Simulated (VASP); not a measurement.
# InSb (F-43m) in VASP: further runs

InSb is run at these levels: r2SCAN; tasks: relaxation of cell and atoms, single point.

Everything below comes from runs of VASP 6.6.1. Logs are shortened: lines on timing, memory, paths and dates and some standing lists are left out, and cuts for length are marked.

**Measured values to compare with.**

“Electronic Structure and Epitaxy of CdTe Shells on InSb Nanowires”, 2021, arxiv:2111.05126 quotes, for a bulk crystal of InSb: band gap 0.24 eV.

How close the calculation comes is told below.

## Step 1: The cell of the first run

Symmetry: F-43m, No. 216, cubic system. Conventional cell: a = 6.555 Å, b = 6.555 Å, c = 6.555 Å, α = 90.00°, β = 90.00°, γ = 90.00°. Within 3.7 Å of In (site symmetry -43m) lie 4 Sb at 2.84 Å. Within 3.7 Å of Sb (site symmetry -43m) lie 4 In at 2.84 Å.

## Step 2: Relaxation of cell and atoms, r2SCAN

POSCAR

```
InSb
1.0
    0.0000000000      3.2775773618      3.2775773618
    3.2775773618      0.0000000000      3.2775773618
    3.2775773618      3.2775773618      0.0000000000
In Sb
1 1
Direct
    0.0000000000      0.0000000000      0.0000000000
    0.2500000000      0.2500000000      0.2500000000
```

INCAR.step1

```
  PREC = Accurate
  ENCUT = 600
  ISMEAR = 0
  SIGMA = 0.1
  LREAL = False
  LASPH = True
  NELM = 60
  GGA = PE
  ALGO = Normal
  EDIFF = 1E-4
  LWAVE = True
  LCHARG = False
```

INCAR.step2

```
  PREC = Accurate
  ENCUT = 600
  EDIFF = 1E-6
  ISMEAR = 0
  SIGMA = 0.1
  LREAL = False
  LASPH = True
  NELM = 60
  ALGO = Normal
  ISIF = 3
  LWAVE = False
  LCHARG = False
  METAGGA = R2SCAN
  LMIXTAU = True
  IBRION = 2
  NSW = 100
  EDIFFG = -0.005
  ISTART = 1
```

KPOINTS

```
Automatic mesh
0
Gamma
  12 12 12
```

Potentials or basis: VASP PAW PBE potentials, release 64 (In_d, Sb).

Started as:

```sh
> cat potpaw_PBE.64/In_d/POTCAR potpaw_PBE.64/Sb/POTCAR > POTCAR
> cp INCAR.step1 INCAR
> mpirun -np 1 vasp_std > vasp.out
> cp INCAR.step2 INCAR
> mpirun -np 1 vasp_std > vasp.out
```

OUTCAR:

```text
PREC = Accurate
   ENCUT = 600
   EDIFF = 1E-6
   ISMEAR = 0
   LREAL = False
   LASPH = True
   NELM = 60
   ISIF = 3
   METAGGA = R2SCAN
   IBRION = 2
   NSW = 100
   EDIFFG = -0.005
   ISTART = 1

 ion  position               nearest neighbor table
   1  0.000  0.000  0.000-   2 2.84   2 2.84   2 2.84   2 2.84
   2  0.250  0.250  0.250-   1 2.84   1 2.84   1 2.84   1 2.84

  LATTYP: Found a face centered cubic cell.
 ALAT       =     6.5551547236

  Lattice vectors:

 A1 = (   0.0000000000,   3.2775773618,   3.2775773618)
 A2 = (   3.2775773618,   0.0000000000,   3.2775773618)
 A3 = (   3.2775773618,   3.2775773618,   0.0000000000)

Analysis of symmetry for initial positions (statically):
=====================================================================
 Subroutine PRICEL returns:
 Original cell was already a primitive cell.

 Routine SETGRP: Setting up the symmetry group for a
 face centered cubic supercell.

 Subroutine GETGRP returns: Found 24 space group operations
 (whereof 24 operations were pure point group operations)
 out of a pool of 48 trial point group operations.

The static configuration has the point symmetry T_d .

Analysis of symmetry for dynamics (positions and initial velocities):
=====================================================================
 Subroutine PRICEL returns:
 Original cell was already a primitive cell.

 Routine SETGRP: Setting up the symmetry group for a
 face centered cubic supercell.

 Subroutine GETGRP returns: Found 24 space group operations
 (whereof 24 operations were pure point group operations)
 out of a pool of 48 trial point group operations.

The dynamic configuration has the point symmetry T_d .

 Subroutine INISYM returns: Found 24 space group operations
 (whereof 24 operations are pure point group operations),
 and found     1 'primitive' translations

----------------------------------------------------------------------------------------

                                     Primitive cell

  volume of cell :      70.4188

  direct lattice vectors                    reciprocal lattice vectors
     0.000000000  3.277577362  3.277577362    -0.152551700  0.152551700  0.152551700
     3.277577362  0.000000000  3.277577362     0.152551700 -0.152551700  0.152551700
     3.277577362  3.277577362  0.000000000     0.152551700  0.152551700 -0.152551700

  length of vectors
     4.635194357  4.635194357  4.635194357     0.264227296  0.264227296  0.264227296

  position of ions in fractional coordinates (direct lattice)
     0.000000000  0.000000000  0.000000000
     0.250000000  0.250000000  0.250000000

  ion indices of the primitive-cell ions
   primitive index   ion index
                 1           1
                 2           2

----------------------------------------------------------------------------------------

 KPOINTS: Automatic mesh

Automatic generation of k-mesh.
 Grid dimensions read from file:
 generate k-points for:   12   12   12

 Generating k-lattice:

  Cartesian coordinates                     Fractional coordinates (reciprocal lattice)
    -0.012712642  0.012712642  0.012712642     0.083333333  0.000000000  0.000000000
     0.012712642 -0.012712642  0.012712642     0.000000000  0.083333333  0.000000000
     0.012712642  0.012712642 -0.012712642     0.000000000  0.000000000  0.083333333

  Length of vectors
     0.022018941  0.022018941  0.022018941

  Shift w.r.t. Gamma in fractional coordinates (k-lattice)
     0.000000000  0.000000000  0.000000000

 Subroutine IBZKPT returns following result:
 ===========================================
[... 54 lines left out ...]
   ISIF   =      3    stress and relaxation
   ISYM   =      2    0-nonsym 1-usesym 2-fastsym
   POTIM  = 0.5000    time-step for ionic-motion
   TEBEG  =    0.0;   TEEND  =   0.0 temperature during run
   PSTRESS=    0.0 pullay stress
   NELECT =      18.0000    total number of electrons
   NUPDOWN=      -1.0000    fix difference up-down
   EMIN   =  10.00;   EMAX   =-10.00  energy-range for DOS
   EFERMI =   0.00;   METHOD = LEGACY
   ISMEAR =     0;   SIGMA  =   0.10  broadening in eV -4-tet -1-fermi 0-gaus
   EFERMI_NEDOS =   21; number of points for ismear=-14 and -15
   IALGO  =     38    algorithm
   IMIX   =      4    mixing-type and parameters
     AMIX     =   0.40;   BMIX     =  1.00
     AMIX_MAG =   1.60;   BMIX_MAG =  1.00
  volume/ion in A,a.u.               =      35.21       237.60
  Fermi-wavevector in a.u.,A,eV,Ry     =   1.038969  1.963367 14.686907  1.079457
  Thomas-Fermi vector in A             =   2.173478
   LORBIT       =      0    0 simple, 1 ext, 2 COOP (PROOUT), +10 PAW based schemes
   METAGGA = R2SCAN    functional components
   LHFCALC =     F    Hartree Fock is set to
   AEXX    =    0.0000 exact exchange contribution
   IVDW    =     0    specifies the selected vdW correction
   LEPSILON=     F    determine dielectric tensor
   LRPA    =     F    only Hartree local field effects (RPA)
 conjugate gradient relaxation of ions
 non-spin polarized calculation
 Gauss-broadening in eV      SIGMA  =   0.10
  energy-cutoff  :      600.00
  volume of cell :       70.42
 maximum number of plane-waves:      2397
 NGX is ok and might be reduce to    40
   NGX = 19   NGY = 19   NGZ = 19

--------------------------------------- Ionic step        1  -------------------------------------------

 number of electron      17.9999998 magnetization

 Free energy of the ion-electron system (eV)
  ---------------------------------------------------
  ext. energy  EPLUGINS =         0.00000000
  ---------------------------------------------------
  free energy    TOTEN  =       -48.76960334 eV

  energy without entropy =      -48.76946337  energy(sigma->0) =      -48.76953336

------------------------ aborting loop because EDIFF is reached ----------------------------------------

  FORCE on cell =-STRESS in cart. coord.  units (eV):
  Direction    XX          YY          ZZ          XY          YZ          ZX
  --------------------------------------------------------------------------------------
  -------------------------------------------------------------------------------------
  Total        0.0151252      0.0151252      0.0151252      0.0000000      0.0000000     -0.0000000
  in kB        0.3441294      0.3441294      0.3441294      0.0000000      0.0000000     -0.0000000
  external PRESSURE =       0.3441294 kB  Pullay stress =       0.0000000 kB

 VOLUME and BASIS-vectors are now :
 -----------------------------------------------------------------------------
  energy-cutoff  :      600.00
  volume of cell :       70.42
      direct lattice vectors                 reciprocal lattice vectors
     0.000000000  3.277577362  3.277577362    -0.152551700  0.152551700  0.152551700
     3.277577362  0.000000000  3.277577362     0.152551700 -0.152551700  0.152551700
     3.277577362  3.277577362  0.000000000     0.152551700  0.152551700 -0.152551700

 POSITION                                       TOTAL-FORCE (eV/Angst)
 -----------------------------------------------------------------------------------
      0.00000      0.00000      0.00000        -0.000000     -0.000000     -0.000000
      1.63879      1.63879      1.63879         0.000000      0.000000      0.000000
 -----------------------------------------------------------------------------------
    total drift:                               -0.000001     -0.000001     -0.000001

  FREE ENERGIE OF THE ION-ELECTRON SYSTEM (eV)
  ---------------------------------------------------
  free  energy   TOTEN  =       -48.7696033446 eV

  energy  without entropy=      -48.7694633656  energy(sigma->0) =      -48.76953336

--------------------------------------- Ionic step        2  -------------------------------------------

 number of electron      17.9999998 magnetization

 Free energy of the ion-electron system (eV)
  ---------------------------------------------------
  ext. energy  EPLUGINS =         0.00000000
  ---------------------------------------------------
  free energy    TOTEN  =       -48.76961152 eV

  energy without entropy =      -48.76946944  energy(sigma->0) =      -48.76954048

 E-fermi :   4.6097     XC(G=0):  -9.0814

 val. band max:        4.5602521532   @ k =   0.0000   0.0000   0.0000
 cond. band min:       5.3076757049   @ k =   0.5000   0.0000   0.0000
 fundamental gap:      0.7474235517
 Fermi energy:         4.6097468488

 k-point     1 :       0.0000    0.0000    0.0000
  band No.  band energies     occupation
      1     -10.4788      2.00000
      2     -10.4788      2.00000
      3     -10.4788      2.00000
      4     -10.3875      2.00000
      5     -10.3875      2.00000
      6      -6.3461      2.00000
      7       4.5426      1.65790
      8       4.5426      1.65790
      9       4.5426      1.65788
     10       4.5603      1.51605
     11       7.7647      0.00000
     12       7.7647      0.00000
     13       7.7647      0.00000
[... 354 lines left out ...]
  band No.  band energies     occupation
      1     -10.5284      2.00000
      2     -10.4559      2.00000
      3     -10.4547      2.00000
      4     -10.3890      2.00000
      5     -10.3864      2.00000
      6      -4.8352      2.00000
      7      -0.9942      2.00000
      8       2.2314      2.00000
      9       3.2861      2.00000
     10       6.4872      0.00000
     11       8.5346      0.00000
     12       9.3360      0.00000
     13      11.2407      0.00000

 [... further k-points ...]
[... 5 lines left out ...]
  --------------------------------------------------------------------------------------
  -------------------------------------------------------------------------------------
  Total       -0.0016254     -0.0016254     -0.0016254      0.0000000      0.0000000      0.0000000
  in kB       -0.0369408     -0.0369408     -0.0369408      0.0000000      0.0000000      0.0000000
  external PRESSURE =      -0.0369408 kB  Pullay stress =       0.0000000 kB

 VOLUME and BASIS-vectors are now :
 -----------------------------------------------------------------------------
  energy-cutoff  :      600.00
  volume of cell :       70.50
      direct lattice vectors                 reciprocal lattice vectors
     0.000000000  3.278773150  3.278773150    -0.152496064  0.152496064  0.152496064
     3.278773150  0.000000000  3.278773150     0.152496064 -0.152496064  0.152496064
     3.278773150  3.278773150 -0.000000000     0.152496064  0.152496064 -0.152496064

 POSITION                                       TOTAL-FORCE (eV/Angst)
 -----------------------------------------------------------------------------------
      6.55755      6.55755      6.55755         0.000000      0.000000      0.000000
      1.63939      1.63939      1.63939        -0.000000     -0.000000     -0.000000
 -----------------------------------------------------------------------------------
    total drift:                               -0.000001     -0.000001     -0.000001

  FREE ENERGIE OF THE ION-ELECTRON SYSTEM (eV)
  ---------------------------------------------------
  free  energy   TOTEN  =       -48.7696115249 eV

  energy  without entropy=      -48.7694694435  energy(sigma->0) =      -48.76954048

 reached required accuracy - stopping structural energy minimisation
```

Run time: 5.6 min. Hardware: 1 thread of Intel Xeon Platinum 8559C (Emerald Rapids), shared host; peak memory 0.32 GiB.

What came out:

```yaml
Free_energy: -48.7696 eV
Relaxed_volume: 35.25 Å³/atom
Relaxed_cell: a = 4.637 Å, b = 4.637 Å, c = 4.637 Å, α = 60.00°, β = 60.00°, γ = 60.00°
Space_group_after_relaxing_to_0.05_Å: F-43m (No. 216)
Energy_gained_by_relaxing: 0.0 meV/atom
Ionic_steps: 2
Pressure_after_relaxing: 0.0 GPa
```

Final structure:
```yaml
crystal:
  lattice:
    - [0.00000, 3.27877, 3.27877]
    - [3.27877, 0.00000, 3.27877]
    - [3.27877, 3.27877, 0.00000]
  atoms:
    - { symbol: In, position: [0.00000, 0.00000, 0.00000] }
    - { symbol: Sb, position: [0.25000, 0.25000, 0.25000] }
```

Caveat: the PAW data sets were made with another functional, which shifts forces and pressure a little; spin-orbit coupling is left out, which moves the levels of the heavy elements.

## Step 3: Single point, r2SCAN

This run uses another cell than the first one, of 33.98 Å³/atom, 0.965 times its volume.

POSCAR

```
InSb
1.0
    0.0000000000      3.2391000000      3.2391000000
    3.2391000000      0.0000000000      3.2391000000
    3.2391000000      3.2391000000      0.0000000000
In Sb
1 1
Direct
    0.0000000000      0.0000000000      0.0000000000
    0.7500000000      0.7500000000      0.7500000000
```

INCAR.step1

```
ALGO = Normal
EDIFF = 1E-5
ENCUT = 550
GGA = PE
GGA_COMPAT = False
ISMEAR = 0
LASPH = True
LCHARG = False
LREAL = False
LWAVE = True
NBANDS = 16
NELM = 120
PREC = Accurate
SIGMA = 0.1
```

INCAR.step2

```
ALGO = Normal
EDIFF = 1E-6
ENCUT = 550
GGA_COMPAT = False
ISIF = 2
ISMEAR = 0
ISTART = 1
LASPH = True
LCHARG = False
LMIXTAU = True
LREAL = False
LWAVE = False
METAGGA = R2SCAN
NBANDS = 16
NELM = 120
PREC = Accurate
SIGMA = 0.1
```

KPOINTS

```
k-points
0
Gamma
  6 6 6
```

Potentials or basis: VASP PAW PBE potentials, release 64 (In_d, Sb).

Started as:

```sh
> cat potpaw_PBE.64/In_d/POTCAR potpaw_PBE.64/Sb/POTCAR > POTCAR
> cp INCAR.step1 INCAR
> mpirun -np 1 vasp_std > vasp.out
> cp INCAR.step2 INCAR
> mpirun -np 1 vasp_std > vasp.out
```

Wall time 2.4 min (1 thread of Intel Xeon 8259CL, shared host); peak memory 0.22 GiB.

Results (log left out):

- Free energy: -48.7355 eV
- Pressure: 1.7 GPa
- Band gap on the k mesh: 0.24 eV, direct

Levels at points of the mesh, in eV from the valence-band top:
```csv
k point,band 7,band 8,band 9,band 10,band 11,band 12
"(0.00, 0.00, 0.00)",0.00,0.00,0.00,0.24,3.21,3.21
"(0.50, 0.00, 0.00)",-5.78,-1.05,-1.05,0.84,4.10,4.10
"(0.50, 0.50, 0.00)",-6.07,-2.36,-2.36,1.55,1.57,8.74
```

Caveat: the PAW data sets were made with another functional, which shifts forces and pressure a little; spin-orbit coupling is left out, which moves the levels of the heavy elements.

## Step 4: How close it comes

Step 3. Measured gap of InSb: 0.24 eV (quoted in “Electronic Structure and Epitaxy of CdTe Shells on InSb Nanowires”, 2021, arxiv:2111.05126). This calculation gives 0.24 eV (0.00 eV). Spin-orbit coupling on In, Sb is left out. The value is that of r2SCAN, without temperature or zero-point motion.
